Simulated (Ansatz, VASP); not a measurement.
Two plane-wave programs on KBaI3

POSCAR

```
KBaI3
1.0
    6.7191903973      0.0000000000      0.0000000000
    0.0000000000      6.7191903973      0.0000000000
    0.0000000000      0.0000000000      6.7191903973
K Ba I
1 1 3
Direct
    0.0000000000      0.0000000000      0.0000000000
    0.5000000000      0.5000000000      0.5000000000
    0.5000000000      0.5000000000      0.0000000000
    0.5000000000      0.0000000000      0.5000000000
    0.0000000000      0.5000000000      0.5000000000
```

The input INCAR.step1:

```
SYSTEM = KBaI3
  ALGO = Normal
  EDIFF = 1E-5
  ENCUT = 520
  GGA = PE
  ISIF = 2
  ISMEAR = 0
  LASPH = .TRUE.
  LREAL = .FALSE.
  LWAVE = .TRUE.
  NBANDS = 28
  NELM = 100
  PREC = Accurate
  SIGMA = 0.01
```

The input INCAR.step2:

```
SYSTEM = KBaI3
  AEXX = 0.5
  ALGO = Normal
  EDIFF = 1E-6
  ENCUT = 520
  ISIF = 2
  ISMEAR = 0
  ISTART = 1
  LASPH = .TRUE.
  LCHARG = .TRUE.
  LELF = .TRUE.
  LHFCALC = .TRUE.
  LMIXTAU = .TRUE.
  LREAL = .FALSE.
  LVHAR = .TRUE.
  LWAVE = .FALSE.
  METAGGA = R2SCAN
  NBANDS = 28
  NELM = 100
  PREC = Accurate
  PRECFOCK = Fast
  SIGMA = 0.01
```

Contents of KPOINTS:

```
k-points
0
G
  2 2 2
  0 0 0
```

Input for Ansatz:

```yaml
crystal:
  lattice:
    - [6.7191903973, 0.0, 0.0]
    - [0.0, 6.7191903973, 0.0]
    - [0.0, 0.0, 6.7191903973]
  atoms:
    - { symbol: K, position: [0.0, 0.0, 0.0] }
    - { symbol: Ba, position: [0.5, 0.5, 0.5] }
    - { symbol: I, position: [0.5, 0.5, 0.0] }
    - { symbol: I, position: [0.5, 0.0, 0.5] }
    - { symbol: I, position: [0.0, 0.5, 0.5] }
kpoints:
  mp_grid: { grid: [2, 2, 2] }
hamiltonian:
  xc: r2scan50
scf:
  occupations: { method: fixed }
  n_extra_bands: 5
output:
  forces: true
  stress: true
  eigenvalues: true
```

Alike in both runs: task single point; functional r2SCAN50; k mesh 2 × 2 × 2; no spin polarisation.

```csv
,VASP,Ansatz
version,VASP 6.6.1,Ansatz 0.2.0
potentials or method,"VASP PAW PBE potentials, release 64 (K_sv, Ba_sv, I)",plane waves
plane-wave cutoff (eV),520,500
occupations,"gaussian, width 0.01 eV",fixed
valence electrons in the cell,40,70
```

Ansatz gave:

| Item | Value |
| --- | --- |
| gap on the k mesh at the Fermi level (eV) | 6.41 |
| pressure (GPa) | 0.0 |

Question: What did VASP give for the same quantities?

Answer: gap on the k mesh at the Fermi level (eV): 6.48; pressure (GPa): 0.0.

VASP's potentials were made for PBE, not for r2SCAN50. VASP's potentials hold 40 valence electrons a cell and Ansatz's 70, so a difference there can come from the potentials and not from the codes. Ansatz's warnings: stress exchange threshold loose, stress scf threshold loose.

The k mesh is coarse, so the values compare programs but aren't converged. Spin-orbit coupling is off throughout.
